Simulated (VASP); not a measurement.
Write the native input for VASP 6.6.1 that does the following.

```yaml
Task: single point
Functional: PBE
Potentials_or_basis: VASP PAW PBE potentials, release 64 (Mg)
Cutoff: 520 eV
k_mesh: 16 × 16 × 16
Occupations: gaussian, width 0.1 eV
Spin: no spin polarisation
Dipole_correction: no
Further_INCAR_settings: ALGO = Fast; EDIFF = 1e-06; NBANDS = 7
```

The structure of Mg lies in POSCAR:

```
Mg
1.0
   -1.7717740201      1.7717740201      1.7717740201
    1.7717740201     -1.7717740201      1.7717740201
    1.7717740201      1.7717740201     -1.7717740201
Mg
1
Direct
    0.0000000000      0.0000000000      0.0000000000
```

This isn't the form of Mg at room conditions, which is hcp.

These files were run (other wordings do the same):

INCAR

```
SYSTEM = Mg
  PREC = Accurate
  ENCUT = 520
  EDIFF = 1E-6
  ISMEAR = 0
  SIGMA = 0.1
  LREAL = .False.
  LASPH = .True.
  NELM = 100
  ALGO = Fast
  ISIF = 2
  LWAVE = .False.
  LCHARG = .True.
  GGA = PE
  LELF = .True.
  LVHAR = .True.
  NBANDS = 7
```

KPOINTS

```
Automatic mesh
0
Gamma
  16 16 16
  0 0 0
```

Potentials or basis: VASP PAW PBE potentials, release 64 (Mg).

Run with:

```bash
$ cat potpaw_PBE.64/Mg/POTCAR > POTCAR
$ mpirun -np 1 vasp_std > vasp.out
```

It gave:

```
Pressure               : 1.0 GPa
Band gap on the k mesh : zero (bands 1 and 2 overlap by 4.86 eV)
```

It took 14 s on 1 thread of Intel Xeon 8259CL, with other jobs on the host, peak memory 0.15 GiB.
